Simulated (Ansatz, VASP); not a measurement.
One calculation of SiO2, two programs

```
Si O
1.0
     4.13020    0.00000    0.00000
     0.00000    4.13020    0.00000
     0.00000    0.00000    2.85290
Si O
2 4
Direct
  0.50000 0.50000 0.50000
  0.00000 0.00000 0.00000
  0.69443 0.69443 0.00000
  0.19443 0.80557 0.50000
  0.30557 0.30557 0.00000
  0.80557 0.19443 0.50000
```

Alike in both runs: task single point; functional LDA; k mesh 6 × 6 × 8; occupations gaussian, width 0.05 eV; no spin polarisation.

|  | VASP | Ansatz |
| --- | --- | --- |
| version | VASP 6.6.1 | Ansatz 0.2.0 |
| potentials or method | VASP PAW LDA potentials, release 64 (Si, O), cutoff 520 eV | scalar-relativistic, plane waves, PAW |
| valence electrons in the cell | 32 | 32 |

Ansatz gave:

* gap on the k mesh at the Fermi level (eV): 4.51
* least direct gap on the mesh (eV): 4.51
* pressure (GPa): -19.0
* traceless stress, the component that is largest in VASP (GPa): -21.38
* rms of the force components (eV/Å): 0.094

Question: Estimate VASP's values.

Answer: gap on the k mesh at the Fermi level (eV): 4.51; least direct gap on the mesh (eV): 4.51; pressure (GPa): -18.1; traceless stress, the component that is largest in VASP (GPa): -21.12; rms of the force components (eV/Å): 0.095.

Ansatz warns that its potentials were made for another functional, while VASP's fit it. LDA's correlation is that of Perdew and Zunger in VASP and of Perdew and Wang (1992) in Ansatz. Atom by atom the forces differ by 0.001 eV/Å (rms over components).
